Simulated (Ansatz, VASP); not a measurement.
# One calculation of ZnCu, two programs

```
CELL_PARAMETERS angstrom
2.93325 0.00000 0.00000
0.00000 2.93325 0.00000
0.00000 0.00000 2.93325
ATOMIC_POSITIONS crystal
Zn 0.50000 0.50000 0.50000
Cu 0.00000 0.00000 0.00000
```

Alike in both runs: task single point; functional PBE; k mesh 14 × 14 × 14; occupations gaussian, width 0.1 eV; no spin polarisation.

```csv
,VASP,Ansatz
version,VASP 6.6.1,Ansatz 0.2.0
potentials or method,"VASP PAW PBE potentials, release 64 (Zn, Cu), cutoff 520 eV","scalar-relativistic, plane waves, PAW"
valence electrons in the cell,23,31
```

|  | VASP | Ansatz | Ansatz less VASP |
| --- | --- | --- | --- |
| gap on the k mesh at the Fermi level (eV) | none | none | - |
| pressure (GPa) | 4.4 | 3.8 | -0.56 |

A gap of «none» marks a metal or a gap that the smearing closes. The functional is the same, so the differences come from potentials, cutoffs and numerics. VASP's potentials hold 23 valence electrons a cell and Ansatz's 31, so a difference there can come from the potentials and not from the codes.
